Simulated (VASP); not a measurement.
Set up this calculation in VASP 6.6.1, as the native input.

* Task: single point
* Functional: LDA
* Potentials or basis: VASP PAW LDA potentials, release 64 (Hf_pv)
* Cutoff: 500 eV
* k mesh: 7 × 7 × 7
* Occupations: fermi-dirac, width 0.1 eV
* Spin: no spin polarisation
* Dipole correction: no
* Further INCAR settings: ALGO = Normal; EDIFF = 1e-06; NBANDS = 11

The structure of Hf lies in POSCAR:

```
Hf
1.0
    3.2330000000      0.0000000000      0.0000000000
    0.0000000000      3.2330000000      0.0000000000
    0.0000000000      0.0000000000      3.2330000000
Hf
1
Direct
    0.0000000000      0.0000000000      0.0000000000
```

The input as run:

INCAR

```
PREC = Accurate
ENCUT = 500
EDIFF = 1E-6
ISMEAR = -1
SIGMA = 0.1
LREAL = False
LASPH = True
NELM = 120
ALGO = Normal
ISIF = 2
LWAVE = False
LCHARG = False
NBANDS = 11
GGA_COMPAT = False
```

KPOINTS

```
Automatic mesh
0
Gamma
  7 7 7
```

Potentials or basis: VASP PAW LDA potentials, release 64 (Hf_pv).

Launch:

```sh
$ cat potpaw_LDA.64/Hf_pv/POTCAR > POTCAR
$ mpirun -np 1 vasp_std > vasp.out
```

Results of the run:

```json
{
 "Pressure": "-16.6 GPa",
 "Band gap on the k mesh": "zero (band 5 reaches 2.59 eV, above the bottom of band 6 at 1.03 eV)"
}
```

Caveat: spin-orbit coupling is left out, which moves the levels of the heavy elements.

It took 3.7 s on 1 thread of Intel Xeon 6975P-C, with other jobs on the host, peak memory 0.12 GiB.
